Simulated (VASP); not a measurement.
Input of a VASP 6.6.1 run:

File INCAR:

```
PREC = Accurate
ENCUT = 600
EDIFF = 1E-6
ISMEAR = -1
SIGMA = 0.1
LREAL = F
LASPH = T
NELM = 60
ALGO = Normal
ISIF = 3
LWAVE = F
LCHARG = F
GGA = PE
IBRION = 2
NSW = 32
EDIFFG = -0.005
PSTRESS = 290.0
```

File KPOINTS:

```
regular mesh
0
Gamma
  16 16 15
```

Contents of POSCAR:

```
Se
1.0
    2.7988208323      0.0000000000      0.0000000000
   -1.3994104162      2.4238499414      0.0000000000
    0.0000000000      0.0000000000      2.5241544333
Se
1
Direct
    0.0000000000      0.0000000000      0.0000000000
```

Potentials or basis: VASP PAW PBE potentials, release 64 (Se).

Launch:

```bash
$ cat potpaw_PBE.64/Se/POTCAR > POTCAR
$ mpirun -np 1 vasp_std > vasp.out
```

Problem. What does it give for the space group after relaxing (to 0.05 Å)?

Solution. P6/mmm (No. 191).

Problem. Predict the band gap on the k mesh.

Solution. Zero (band 3 reaches 13.08 eV, above the bottom of band 4 at 4.33 eV).

Problem. What does it give for the relaxed volume?

Solution. 17.14 Å³/atom.

Problem. Estimate the relaxed cell.

Solution. a = 2.800 Å, b = 2.800 Å, c = 2.525 Å, α = 90.00°, β = 90.00°, γ = 120.00°.

Final structure:
```
Se
1.0
     2.79963    0.00000    0.00000
    -1.39981    2.42455    0.00000
     0.00000    0.00000    2.52529
Se
1
Direct
  0.00000 0.00000 0.00000
```

Caveat: the cell is relaxed towards a set pressure, so the enthalpy falls and the energy may rise.
